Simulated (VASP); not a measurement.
A run of VASP 6.6.1 is set up as follows.

File INCAR:

```
SYSTEM = In3O
PREC = Accurate
ENCUT = 600
EDIFF = 1E-6
ISMEAR = 0
SIGMA = 0.1
LREAL = .False.
LASPH = .True.
NELM = 100
ALGO = Normal
ISIF = 3
LWAVE = .False.
LCHARG = .False.
GGA = PE
IBRION = 2
NSW = 100
EDIFFG = -0.01
```

File KPOINTS:

```
regular mesh
0
Gamma
  12 12 10
  0 0 0
```

Contents of POSCAR:

```
In3O
1.0
    5.2267381632      0.0000000000      0.0000000000
   -2.6133690816      4.5264880283      0.0000000000
    0.0000000000      0.0000000000      4.3761370944
In O
3 1
Direct
    0.3333333333      0.6666666667      0.0000000000
    0.6666666667      0.3333333333      0.0000000000
    0.0000000000      0.0000000000      0.5000000000
    0.0000000000      0.0000000000      0.0000000000
```

Potentials or basis: VASP PAW PBE potentials, release 64 (In_d, O).

Command:

```bash
$ cat potpaw_PBE.64/In_d/POTCAR potpaw_PBE.64/O/POTCAR > POTCAR
$ mpirun -np 1 vasp_std > vasp.out
```

Question: Estimate the space group after relaxing (to 0.05 Å).

Answer: P6/mmm (No. 191).

Question: Estimate the relaxed cell.

Answer: a = 5.304 Å, b = 5.304 Å, c = 4.288 Å, α = 90.00°, β = 90.00°, γ = 120.00°.

Question: Predict the relaxed volume.

Answer: 26.12 Å³/atom.

The path:
| step | energy change (eV) | largest force (eV/Å) | pressure (GPa) | volume (Å³) |
| --- | --- | --- | --- | --- |
| 1 | 0.0000 | 0.0000 | -0.04 | 103.53 |
| 2 | -0.0052 | 0.0000 | 0.11 | 103.42 |
| 3 | -0.0078 | 0.0000 | 0.59 | 103.11 |
| 4 | -0.0087 | 0.0000 | 0.41 | 103.22 |
| 5 | -0.0105 | 0.0000 | 0.03 | 104.48 |

Caveat: an odd number of electrons without spin polarisation forces a metal; a magnetic or distorted state may lie lower.
